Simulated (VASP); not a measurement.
**Ba4HfZr3O12: single point with PBEsol**

The system is Ba4HfZr3O12.

```
Ba Zr Hf O
1.0
     8.34903    0.00000    0.00000
     0.00000    8.34903    0.00000
     0.00000    0.00000    8.34903
Ba Zr Hf O
8 6 2 24
Cartesian
  8.3483 0.0004 0.0013
  0.0000 8.3471 4.1771
  8.3482 4.1784 0.0041
  0.0004 4.1808 4.1753
  4.1696 8.3481 0.0013
  4.1699 0.0017 4.1743
  4.1692 4.1803 8.3490
  4.1682 4.1783 4.1779
  2.0857 2.0895 2.0888
  2.0842 2.0905 6.2635
  6.2604 2.0908 2.0890
  6.2591 2.0904 6.2633
  6.2596 6.2652 2.0885
  6.2587 6.2649 6.2630
  2.0854 6.2640 2.0893
  2.0844 6.2650 6.2641
  2.1114 2.1184 0.0021
  2.0608 2.0618 4.1765
  2.0684 6.2368 0.0017
  2.0971 6.2909 4.1763
  6.2354 2.0516 0.0018
  6.2845 2.1291 4.1764
  6.2719 6.3042 0.0018
  6.2434 6.2282 4.1762
  8.3486 2.0966 2.0631
  8.3477 2.0874 6.2876
  0.0053 6.2601 2.1025
  0.0045 6.2673 6.2481
  4.1717 2.0845 2.1156
  4.1708 2.0935 6.2393
  4.1641 6.2694 2.0746
  4.1632 6.2617 6.2780
  2.0805 8.3438 2.0631
  2.0887 8.3437 6.2916
  2.0926 4.1850 2.1167
  2.0815 4.1847 6.2361
  6.2677 0.0019 2.1274
  6.2542 0.0017 6.2272
  6.2574 4.1784 2.0496
  6.2613 4.1784 6.3015
```

```yaml
Program: VASP 6.6.1
Task: single point
Functional: PBEsol
Potentials_or_basis: VASP PAW PBE potentials, release 64 (Ba_sv, Zr_sv, Hf_pv, O)
Cutoff: 700 eV
k_mesh: 1 × 1 × 1, shifted
Occupations: fermi-dirac, width 0.05 eV
Spin: no spin polarisation
```

| Item | Value |
| --- | --- |
| Pressure | 0.7 GPa |
| Largest force | 0.169 eV/Å |
| Band gap on the k mesh | 4.02 eV |

Forces on the atoms (eV/Å):
```
Ba   0.007 -0.001  0.001
Ba   0.005  0.000  0.002
Ba   0.008  0.009 -0.004
Ba   0.008  0.007  0.000
Ba  -0.010 -0.002  0.003
Ba  -0.010 -0.006  0.004
Ba  -0.003  0.006  0.002
Ba  -0.003  0.008 -0.001
Zr  -0.002  0.001  0.003
Zr   0.008 -0.010  0.001
Zr  -0.007 -0.011 -0.001
Zr   0.000 -0.006  0.002
Zr  -0.004 -0.008  0.002
Zr   0.001 -0.006  0.005
Hf  -0.007  0.004 -0.002
Hf  -0.005 -0.005 -0.005
O   -0.001  0.000 -0.002
O   -0.005 -0.003 -0.003
O    0.004  0.004  0.004
O    0.005 -0.002  0.002
O   -0.008  0.000 -0.001
O    0.007 -0.002 -0.001
O    0.010 -0.001 -0.002
O   -0.004 -0.006 -0.005
O    0.002 -0.005  0.004
O   -0.003 -0.003  0.005
O    0.163 -0.004  0.004
O    0.159  0.001 -0.001
O    0.013  0.004 -0.006
O    0.005  0.000 -0.003
O   -0.155  0.003  0.000
O   -0.159 -0.002  0.002
O    0.000 -0.163 -0.004
O   -0.003 -0.155 -0.001
O   -0.007  0.161 -0.001
O   -0.002  0.169 -0.001
O   -0.005  0.005  0.002
O    0.005  0.004 -0.009
O   -0.010  0.008  0.002
O    0.004  0.005  0.003
```

Stress tensor (GPa, compression positive):
```
 0.68 -0.57 -0.57
-0.57  0.66 -0.58
-0.57 -0.58  0.63
```

Levels at points of the mesh, in eV from the valence-band top:
```
           k point  band 156  band 157  band 158  band 159  band 160  band 161
(0.25, 0.25, 0.25)     -0.07     -0.07      0.00      4.02      4.03      4.07
```

Run time: 7.8 min on 1 thread of Intel(R) Xeon(R) Platinum 8488C (Sapphire Rapids), with other jobs on the host, peak memory 0.81 GiB.

Caveat: the PAW data sets were made with another functional, which shifts forces and pressure a little; spin-orbit coupling is left out, which moves the levels of the heavy elements; a shifted mesh leaves out Γ, where band edges can lie. A k mesh can miss the band edges.
